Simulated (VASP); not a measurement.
# Bi (P6_3/mmc) in VASP: a series of runs

Bi is run at these levels: PBE; tasks: single point.

All numbers are computed with VASP 6.6.1; they aren't measurements. Logs are shortened: lines on timing, memory, paths and dates and some standing lists are left out, and cuts for length are marked.

### Step 1. The cell of the first run

It takes space group P6_3/mmc (No. 194, hexagonal). Conventional cell: a = 4.462 Å, b = 4.462 Å, c = 11.628 Å, α = 90.00°, β = 90.00°, γ = 120.00°. Within 5.9 Å of Bi (site symmetry -6m2) lie 6 Bi at 4.46 Å.

This isn't the form of Bi at room conditions, which is rhombohedral.

### Step 2. Single point, PBE (100.25 Å³/atom)

INCAR reads:

```
PREC     = Accurate       # precision mode
ENCUT    = 520            # plane-wave cutoff, eV
EDIFF    = 1E-6           # SCF threshold, eV
ISMEAR   = -1             # smearing method
SIGMA    = 0.03           # smearing width, eV
LREAL    = F              # projectors in reciprocal space
LASPH    = T              # aspherical terms in the spheres
NELM     = 100            # most SCF steps
ALGO     = Normal         # electronic algorithm
ISIF     = 2              # what is computed and relaxed
LWAVE    = F              # write WAVECAR
LCHARG   = F              # write CHGCAR
GGA      = PE             # functional
NBANDS   = 22             # bands
```

KPOINTS reads:

```
Automatic mesh
0
Gamma
  9 9 3
```

POSCAR reads:

```
Bi
1.0
    4.4620532262      0.0000000000      0.0000000000
   -2.2310266131      3.8642514470      0.0000000000
    0.0000000000      0.0000000000     11.6284697350
Bi
2
Direct
    0.3333333333      0.6666666667      0.2500000000
    0.6666666667      0.3333333333      0.7500000000
```

Potentials or basis: VASP PAW PBE potentials, release 64 (Bi_d).

Launch:

```console
> cat potpaw_PBE.64/Bi_d/POTCAR > POTCAR
> mpirun -np 1 vasp_std > vasp.out
```

OUTCAR:

```text
PREC = Accurate
   ENCUT = 520
   EDIFF = 1E-6
   ISMEAR = -1
   LREAL = F
   LASPH = T
   NELM = 100
   ISIF = 2
   GGA = PE

 ion  position               nearest neighbor table
   1  0.333  0.667  0.250-
   2  0.667  0.333  0.750-

  LATTYP: Found a hexagonal cell.
 ALAT       =     4.4620532262
 C/A-ratio  =     2.6060804624

  Lattice vectors:

 A1 = (   4.4620532262,   0.0000000000,   0.0000000000)
 A2 = (  -2.2310266131,   3.8642514470,   0.0000000000)
 A3 = (   0.0000000000,   0.0000000000,  11.6284697350)

Analysis of symmetry for initial positions (statically):
=====================================================================
 Subroutine PRICEL returns:
 Original cell was already a primitive cell.

 Routine SETGRP: Setting up the symmetry group for a
 hexagonal supercell.

 Subroutine GETGRP returns: Found 24 space group operations
 (whereof 12 operations were pure point group operations)
 out of a pool of 24 trial point group operations.

The static configuration has the point symmetry D_3d.
 The point group associated with its full space group is D_6h.

Analysis of symmetry for dynamics (positions and initial velocities):
=====================================================================
 Subroutine PRICEL returns:
 Original cell was already a primitive cell.

 Routine SETGRP: Setting up the symmetry group for a
 hexagonal supercell.

 Subroutine GETGRP returns: Found 24 space group operations
 (whereof 12 operations were pure point group operations)
 out of a pool of 24 trial point group operations.

The dynamic configuration has the point symmetry D_3d.
 The point group associated with its full space group is D_6h.

 Subroutine INISYM returns: Found 24 space group operations
 (whereof 12 operations are pure point group operations),
 and found     1 'primitive' translations

----------------------------------------------------------------------------------------

                                     Primitive cell

  volume of cell :     200.5038

  direct lattice vectors                    reciprocal lattice vectors
[... 75 lines left out ...]
   NGXF,Y,Z  is equivalent  to a cutoff of  26.83, 26.83, 25.73 a.u.
 SYSTEM =  unknown system
   PREC   = accura    normal or accurate (medium, high low for compatibility)
   ISTART =      0    job   : 0-new  1-cont  2-samecut
   ICHARG =      2    charge: 1-file 2-atom 10-const
   ISPIN  =      1    spin polarized calculation?
   LNONCOLLINEAR =      F non collinear calculations
   LSORBIT =      F    spin-orbit coupling
   LASPH  =      T    aspherical Exc in radial PAW
   ENCUT  =  520.0 eV  38.22 Ry    6.18 a.u.   8.30  8.30 21.62*2*pi/ulx,y,z
   NELM   =    100;   NELMIN=  2; NELMDL= -5     # of ELM steps
   EDIFF  = 0.1E-05   stopping-criterion for ELM
   LREAL  =      F    real-space projection
   EDIFFG = 0.1E-04   stopping-criterion for IOM
   NSW    =      0    number of steps for IOM
   IBRION =     -1    ionic relax: 0-MD 1-quasi-New 2-CG
   NFREE  =      0    steps in history (QN), initial steepest desc. (CG)
   ISIF   =      2    stress and relaxation
   ISYM   =      2    0-nonsym 1-usesym 2-fastsym
   POTIM  = 0.5000    time-step for ionic-motion
   TEBEG  =    0.0;   TEEND  =   0.0 temperature during run
   PSTRESS=    0.0 pullay stress
   NELECT =      30.0000    total number of electrons
   NUPDOWN=      -1.0000    fix difference up-down
   EMIN   =  10.00;   EMAX   =-10.00  energy-range for DOS
   EFERMI =   0.00;   METHOD = LEGACY
   ISMEAR =    -1;   SIGMA  =   0.03  broadening in eV -4-tet -1-fermi 0-gaus
   EFERMI_NEDOS =   21; number of points for ismear=-14 and -15
   IALGO  =     38    algorithm
   IMIX   =      4    mixing-type and parameters
     AMIX     =   0.40;   BMIX     =  1.00
     AMIX_MAG =   1.60;   BMIX_MAG =  1.00
  volume/ion in A,a.u.               =     100.25       676.53
  Fermi-wavevector in a.u.,A,eV,Ry     =   0.869109  1.642378 10.277172  0.755351
  Thomas-Fermi vector in A             =   1.987884
   LORBIT       =      0    0 simple, 1 ext, 2 COOP (PROOUT), +10 PAW based schemes
   GGA     = PE    functional components
   LHFCALC =     F    Hartree Fock is set to
   AEXX    =    0.0000 exact exchange contribution
   IVDW    =     0    specifies the selected vdW correction
   LEPSILON=     F    determine dielectric tensor
   LRPA    =     F    only Hartree local field effects (RPA)
 non-spin polarized calculation
  energy-cutoff  :      520.00
  volume of cell :      200.50
 maximum number of plane-waves:      5422
 NGX is ok and might be reduce to    36
   NGX = 17   NGY = 17   NGZ = 43

 number of electron      30.0000007 magnetization

 Free energy of the ion-electron system (eV)
  ---------------------------------------------------
  ext. energy  EPLUGINS =         0.00000000
  ---------------------------------------------------
  free energy    TOTEN  =        -3.44553545 eV

  energy without entropy =       -3.42521035  energy(sigma->0) =       -3.43537290

 E-fermi :  -0.8545     XC(G=0):  -5.4752

 val. band max:       -0.8573871735   @ k =   0.3333   0.1111   0.3333
 cond. band min:      -0.8527221884   @ k =   0.3333   0.0000   0.3333
 fundamental gap:      0.0046649852
 Fermi energy:        -0.8544785951

 k-point     1 :       0.0000    0.0000    0.0000
  band No.  band energies     occupation
      1     -23.6811      2.00000
      2     -23.6811      2.00000
      3     -23.6746      2.00000
      4     -23.6746      2.00000
      5     -23.6746      2.00000
      6     -23.6746      2.00000
[... 589 lines left out ...]
     21       4.7388      0.00000
     22       5.2774      0.00000

------------------------ aborting loop because EDIFF is reached ----------------------------------------

  FORCE on cell =-STRESS in cart. coord.  units (eV):
  Direction    XX          YY          ZZ          XY          YZ          ZX
  --------------------------------------------------------------------------------------
  -------------------------------------------------------------------------------------
  Total       -6.4471915     -6.4471915     -0.5077146      0.0000000      0.0000000      0.0000000
  in kB      -51.5179367    -51.5179367     -4.0570238      0.0000000      0.0000000      0.0000000
  external PRESSURE =     -35.6976324 kB  Pullay stress =       0.0000000 kB

 VOLUME and BASIS-vectors are now :
 -----------------------------------------------------------------------------
  energy-cutoff  :      520.00
  volume of cell :      200.50
      direct lattice vectors                 reciprocal lattice vectors
     4.462053226  0.000000000  0.000000000     0.224112073  0.129391166  0.000000000
    -2.231026613  3.864251447  0.000000000     0.000000000  0.258782332  0.000000000
     0.000000000  0.000000000 11.628469735     0.000000000  0.000000000  0.085995838

 POSITION                                       TOTAL-FORCE (eV/Angst)
 -----------------------------------------------------------------------------------
     -0.00000      2.57617      2.90712         0.000000      0.000000      0.000000
      2.23103      1.28808      8.72135        -0.000000     -0.000000      0.000000
 -----------------------------------------------------------------------------------
    total drift:                               -0.000000      0.000000      0.000000

  FREE ENERGIE OF THE ION-ELECTRON SYSTEM (eV)
  ---------------------------------------------------
  free  energy   TOTEN  =        -3.4455354530 eV

  energy  without entropy=       -3.4252103482  energy(sigma->0) =       -3.43537290
```

OSZICAR:

```text
N       E                     dE             d eps       ncg     rms          rms(c)
DAV:   1     0.267100968101E+03    0.26710E+03   -0.14457E+04  1128   0.119E+03
DAV:   2     0.170396170637E+02   -0.25006E+03   -0.24591E+03  1116   0.322E+02
DAV:   3    -0.277352141180E+01   -0.19813E+02   -0.19562E+02  1254   0.118E+02
DAV:   4    -0.343012650405E+01   -0.65661E+00   -0.65557E+00  1316   0.238E+01
DAV:   5    -0.345486689280E+01   -0.24740E-01   -0.24740E-01  1490   0.423E+00    0.803E-01
DAV:   6    -0.344232574244E+01    0.12541E-01   -0.35048E-02  1310   0.142E+00    0.511E-01
DAV:   7    -0.344411872333E+01   -0.17930E-02   -0.40705E-02  1206   0.127E+00    0.129E-01
DAV:   8    -0.344522242663E+01   -0.11037E-02   -0.32723E-03  1164   0.683E-01    0.508E-02
DAV:   9    -0.344543745894E+01   -0.21503E-03   -0.19657E-04  1218   0.900E-02    0.266E-02
DAV:  10    -0.344552982044E+01   -0.92362E-04   -0.97418E-05  1184   0.441E-02    0.337E-03
DAV:  11    -0.344553430379E+01   -0.44833E-05   -0.42180E-06  1064   0.166E-02    0.184E-03
DAV:  12    -0.344553537377E+01   -0.10700E-05   -0.23257E-06   900   0.112E-02    0.645E-04
DAV:  13    -0.344553545296E+01   -0.79186E-07   -0.98128E-08   816   0.302E-03
   1 F= -.34455355E+01 E0= -.34353729E+01  d E =-.203251E-01
```

Run time: 2.2 min. Hardware: 1 thread of Intel Xeon 8259CL, shared host; peak memory 0.35 GiB.

Results:

- Free energy: -3.4455 eV
- Pressure: -3.6 GPa
- Band gap on the k mesh: zero (bands 15 and 16 overlap by 2.32 eV)

Caveat: the cell stands under tension; spin-orbit coupling is left out, which moves the levels of the heavy elements.

(Part 1 of 2 ends here.)
